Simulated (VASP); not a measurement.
A run of VASP 6.6.1 is set up as follows.

Contents of INCAR:

```
PREC = Accurate ; ENCUT = 520
EDIFF = 1E-6 ; ISMEAR = 0
SIGMA = 0.01 ; LREAL = F
LASPH = T ; NELM = 100
ALGO = Normal ; ISIF = 2
LWAVE = F ; LCHARG = T
GGA = PE ; LELF = T
LVHAR = T ; NBANDS = 15
```

Contents of KPOINTS:

```
regular mesh
0
Gamma
  4 4 4
```

Contents of POSCAR:

```
BaS
1.0
    0.0000000000      3.3155907497      3.3155907497
    3.3155907497      0.0000000000      3.3155907497
    3.3155907497      3.3155907497      0.0000000000
Ba S
1 1
Direct
    0.0000000000      0.0000000000      0.0000000000
    0.5000000000      0.5000000000      0.5000000000
```

Potentials or basis: VASP PAW PBE potentials, release 64 (Ba_sv, S).

Launch:

```sh
$ cat potpaw_PBE.64/Ba_sv/POTCAR potpaw_PBE.64/S/POTCAR > POTCAR
$ mpirun -np 1 vasp_std > vasp.out
```

Question: What does it give for the band gap on the k mesh?

Answer: 2.26 eV, indirect (least direct gap 2.44 eV).

Question: What does it give for the pressure?

Answer: -2.7 GPa.

Caveat: spin-orbit coupling is left out, which moves the levels of the heavy elements. A k mesh can miss the band edges.
